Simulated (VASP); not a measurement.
# BiSbTe2S (P4/mmm) in VASP: notebook, part 2 of 2

VASP 6.6.1. Earlier steps stand in the parts before.

## (3) Single point, PBE

This run uses another cell than the first one, of 41.57 Å³/atom.

INCAR reads:

```
PREC = Accurate ; ENCUT = 520
EDIFF = 1E-6 ; ISMEAR = 0
SIGMA = 0.1 ; LREAL = F
LASPH = T ; NELM = 100
ALGO = Normal ; ISIF = 2
LWAVE = F ; LCHARG = T
GGA = PE ; LELF = T
LVHAR = T ; NBANDS = 27
```

KPOINTS reads:

```
regular mesh
0
Gamma
  4 4 2
```

POSCAR reads:

```
BiSbTe2S
1.0
    4.3668936577      0.0000000000      0.0000000000
    0.0000000000      4.3668936577      0.0000000000
    0.0000000000      0.0000000000     10.9005845208
Sb Bi Te S
1 1 2 1
Direct
    0.0000000000      0.0000000000      0.5000000000
    0.5000000000      0.5000000000      0.5000000000
    0.5000000000      0.5000000000      0.2193465943
    0.5000000000      0.5000000000      0.7806534057
    0.5000000000      0.5000000000      0.0000000000
```

Potentials or basis: VASP PAW PBE potentials, release 64 (Sb, Bi_d, Te, S).

Run with:

```sh
$ cat potpaw_PBE.64/Sb/POTCAR potpaw_PBE.64/Bi_d/POTCAR potpaw_PBE.64/Te/POTCAR potpaw_PBE.64/S/POTCAR > POTCAR
$ mpirun -np 1 vasp_std > vasp.out
```

It took 30 s on 1 thread of Intel Xeon 6975P-C (Granite Rapids), shared host; peak memory 0.32 GiB.

Results (log left out):

```
Free energy            : -15.4908 eV
Pressure               : 0.0 GPa
Largest force          : 0.049 eV/Å
Band gap on the k mesh : zero (bands 19 and 20 overlap by 0.85 eV)
```

Forces in eV/Å, atoms in the order of the input:
```
Sb   0.000  0.000  0.000
Bi   0.000  0.000  0.000
Te   0.000  0.000 -0.049
Te   0.000  0.000  0.049
S    0.000  0.000  0.000
```

Stress tensor (GPa, compression positive):
```
-0.07  0.00  0.00
 0.00 -0.07  0.00
 0.00  0.00  0.12
```

Levels at points of the mesh, in eV from the Fermi level:
```csv
k point,band 15,band 16,band 17,band 18,band 19,band 20,band 21,band 22,band 23,band 24
"(0.00, 0.00, 0.00)",-2.18,-1.41,-0.56,-0.56,0.04,0.76,0.76,1.28,3.52,3.81
"(0.50, 0.00, 0.00)",-0.74,-0.44,-0.36,-0.11,-0.04,0.00,0.00,0.46,0.80,1.25
"(0.50, 0.50, 0.00)",-3.08,-1.88,-1.88,-0.26,-0.24,-0.24,0.29,0.40,4.39,4.39
"(0.00, 0.00, 0.50)",-2.35,-2.35,-0.31,-0.31,0.30,0.55,0.55,3.53,3.57,3.80
"(0.50, 0.00, 0.50)",-2.09,-1.46,-0.89,0.00,0.12,0.54,0.60,0.67,0.73,3.50
"(0.50, 0.50, 0.50)",-3.18,-2.18,-1.57,-1.57,-0.55,-0.55,-0.26,3.85,4.47,4.95
```

Caveat: spin-orbit coupling is left out, which moves the levels of the heavy elements.

## (4) Single point, PBE

This run uses another cell than the first one, of 41.82 Å³/atom.

INCAR reads:

```
ALGO     = Normal         # electronic algorithm
EDIFF    = 1E-6           # SCF threshold, eV
ENCUT    = 520            # plane-wave cutoff, eV
GGA      = PE             # functional
ISIF     = 2              # what is computed and relaxed
ISMEAR   = 0              # smearing method
LASPH    = True           # aspherical terms in the spheres
LCHARG   = False          # write CHGCAR
LREAL    = False          # projectors in reciprocal space
LWAVE    = False          # write WAVECAR
NBANDS   = 27             # bands
NELM     = 80             # most SCF steps
PREC     = Accurate       # precision mode
SIGMA    = 0.1            # smearing width, eV
```

KPOINTS reads:

```
k-points
0
Gamma
  8 8 4
```

POSCAR reads:

```
BiSbTe2S
1.0
    4.3712406918      0.0000000000      0.0000000000
    0.0000000000      4.3712406918      0.0000000000
    0.0000000000      0.0000000000     10.9440666764
Sb Bi Te S
1 1 2 1
Direct
    0.0000000000      0.0000000000      0.5000000000
    0.5000000000      0.5000000000      0.5000000000
    0.5000000000      0.5000000000      0.2193364803
    0.5000000000      0.5000000000      0.7806635197
    0.5000000000      0.5000000000      0.0000000000
```

Run with:

```sh
$ cat potpaw_PBE.64/Sb/POTCAR potpaw_PBE.64/Bi_d/POTCAR potpaw_PBE.64/Te/POTCAR potpaw_PBE.64/S/POTCAR > POTCAR
$ mpirun -np 1 vasp_std > vasp.out
```

Wall time 96 s (1 thread of Intel Xeon 6975P-C (Granite Rapids), shared host); peak memory 0.51 GiB.

It converged, with:

| Quantity | Value |
| --- | --- |
| Free energy | -15.7997 eV |
| Pressure | -0.1 GPa |
| Largest force | 0.006 eV/Å |
| Band gap on the k mesh | zero (bands 19 and 20 overlap by 0.81 eV) |

Forces on the atoms (eV/Å):
```
Sb   0.000  0.000  0.000
Bi   0.000  0.000  0.000
Te   0.000  0.000 -0.006
Te   0.000  0.000  0.006
S    0.000  0.000  0.000
```

Levels at points of the mesh, in eV from the Fermi level:
```csv
k point,band 16,band 17,band 18,band 19,band 20,band 21,band 22,band 23
"(0.00, 0.00, 0.00)",-1.42,-0.51,-0.51,0.06,0.78,0.78,1.30,3.54
"(0.50, 0.00, 0.00)",-0.39,-0.31,-0.09,-0.03,-0.03,-0.01,0.46,0.81
"(0.50, 0.50, 0.00)",-1.83,-1.83,-0.30,-0.22,-0.22,0.33,0.44,4.41
"(0.00, 0.00, 0.50)",-2.27,-0.28,-0.28,0.29,0.58,0.58,3.54,3.60
"(0.50, 0.00, 0.50)",-1.45,-0.84,-0.03,0.11,0.57,0.58,0.68,0.76
"(0.50, 0.50, 0.50)",-2.10,-1.53,-1.53,-0.52,-0.52,-0.30,3.85,4.46
```

Caveat: spin-orbit coupling is left out, which moves the levels of the heavy elements.

## (5) Relaxation of cell and atoms, PBE

INCAR reads:

```
SYSTEM = BiSbTe2S
PREC = Accurate ; ENCUT = 600
EDIFF = 1E-6 ; ISMEAR = 0
SIGMA = 0.1 ; LREAL = .FALSE.
LASPH = .TRUE. ; NELM = 80
ALGO = Normal ; ISIF = 3
LWAVE = .FALSE. ; LCHARG = .FALSE.
GGA = PE ; IBRION = 2
NSW = 90 ; EDIFFG = -0.04
```

KPOINTS reads:

```
regular mesh
0
G
  4 4 2
  0 0 0
```

POSCAR reads:

```
BiSbTe2S
1.0
    4.4110624900      0.0000000000      0.0000000000
    0.0000000000      4.4110624900      0.0000000000
    0.0000000000      0.0000000000      9.6496074600
Sb Bi Te S
1 1 2 1
Direct
    0.0000000000      0.0000000000      0.5000000000
    0.5000000000      0.5000000000      0.5000000000
    0.5000000000      0.5000000000      0.2700824100
    0.5000000000      0.5000000000      0.7299175900
    0.5000000000      0.5000000000      0.0000000000
```

Run with:

```sh
$ cat potpaw_PBE.64/Sb/POTCAR potpaw_PBE.64/Bi_d/POTCAR potpaw_PBE.64/Te/POTCAR potpaw_PBE.64/S/POTCAR > POTCAR
$ mpirun -np 1 vasp_std > vasp.out
```

Run time: 5.8 min. Hardware: 1 thread of Intel Xeon 6975P-C (Granite Rapids), shared host; peak memory 0.38 GiB.

Results (log left out):

- Free energy: -15.4896 eV
- Relaxed volume: 41.77 Å³/atom
- Relaxed cell: a = 4.369 Å, b = 4.369 Å, c = 10.942 Å, α = 90.00°, β = 90.00°, γ = 90.00°
- Space group after relaxing (to 0.1 Å): P4/mmm (No. 123)
- Energy gained by relaxing: 1430.8 meV/atom
- Ionic steps: 16
- Pressure after relaxing: -0.1 GPa
- Largest force after relaxing: 0.009 eV/Å
- Band gap on the k mesh: zero (bands 19 and 20 overlap by 0.85 eV)

Forces on the atoms (eV/Å):
```
Sb   0.000  0.000  0.000
Bi   0.000  0.000  0.000
Te   0.000  0.000 -0.009
Te   0.000  0.000  0.009
S    0.000  0.000  0.000
```

Stress tensor (GPa, compression positive):
```
-0.15  0.00  0.00
 0.00 -0.15  0.00
 0.00  0.00 -0.05
```

Step by step:
```
step  energy change (eV)  largest force (eV/Å)  pressure (GPa)  volume (Å³)
   1              0.0000               15.5862           19.93       187.76
   2             -4.0665                1.6753           -4.14       322.98
   3             -4.2999                1.6002           -4.24       311.20
   4             -4.5460                1.4997           -4.35       300.22
   5             -6.4487                0.8837           -3.66       242.52
   6             -6.8729                1.5079           -0.96       214.78
   7             -6.8813                1.3143           -1.48       218.25
   8             -6.8816                1.3864           -1.28       216.82
   9             -7.0694                0.8343            0.04       208.47
  10             -7.0836                0.5200            0.69       205.69
  11             -7.1394                0.0961            0.27       207.08
  12             -7.1486                0.0558            0.18       207.74
  13             -7.1454                0.3137            0.09       209.03
  14             -7.1503                0.1720            0.13       208.28
  15             -7.1523                0.1254           -0.26       209.28
  16             -7.1542                0.0090           -0.11       208.86
```

Final structure:
```
CELL_PARAMETERS angstrom
4.36908 0.00000 0.00000
0.00000 4.36908 0.00000
0.00000 0.00000 10.94163
ATOMIC_POSITIONS crystal
Sb 0.00000 0.00000 0.50000
Bi 0.50000 0.50000 0.50000
Te 0.50000 0.50000 0.21845
Te 0.50000 0.50000 0.78155
S 0.50000 0.50000 0.00000
```

Levels at points of the mesh, in eV from the Fermi level:
```csv
k point,band 16,band 17,band 18,band 19,band 20,band 21,band 22,band 23
"(0.00, 0.00, 0.00)",-1.43,-0.55,-0.55,0.02,0.76,0.76,1.31,3.54
"(0.50, 0.00, 0.00)",-0.41,-0.35,-0.09,-0.06,-0.01,0.00,0.44,0.80
"(0.50, 0.50, 0.00)",-1.86,-1.86,-0.24,-0.24,-0.24,0.28,0.39,4.39
"(0.00, 0.00, 0.50)",-2.35,-0.32,-0.32,0.32,0.56,0.56,3.55,3.78
"(0.50, 0.00, 0.50)",-1.44,-0.86,0.00,0.13,0.53,0.59,0.68,0.74
"(0.50, 0.50, 0.50)",-2.14,-1.57,-1.57,-0.53,-0.53,-0.24,3.77,4.45
```

Caveat: spin-orbit coupling is left out, which moves the levels of the heavy elements.

## (6) Overview

```tsv
task	cell	k mesh	cutoff (eV)	gap on the mesh (eV)	pressure (GPa)	largest force (eV/Å)
single point	a = 4.411, b = 4.411, c = 9.650 Å, 5 atoms, atomic positions A	4 × 4 × 2	520	none	19.9	15.59
single point	a = 4.367, b = 4.367, c = 10.901 Å, 5 atoms, atomic positions B	4 × 4 × 2	520	none	0.0	0.05
single point	a = 4.371, b = 4.371, c = 10.944 Å, 5 atoms, atomic positions B	8 × 8 × 4	520	none	-0.1	0.01
relaxation of cell and atoms	relaxed from a = 4.411, b = 4.411, c = 9.650 Å, 5 atoms, atomic positions A	4 × 4 × 2	600	none	-0.1	0.01
```

Alike in all rows: level PBE; potentials or basis VASP PAW PBE potentials, release 64 (Sb, Bi_d, Te, S); no spin polarisation; smearing gaussian 0.1 eV.

Caveats: spin-orbit coupling is left out, which moves the levels of the heavy elements; the cell stands under pressure (at least some runs); forces of over 1 eV/Å act on the atoms, so gaps and moduli don't describe the material at rest (at least some runs).

Total energies depend on the potentials used, so only differences within one code and one set of settings carry meaning.
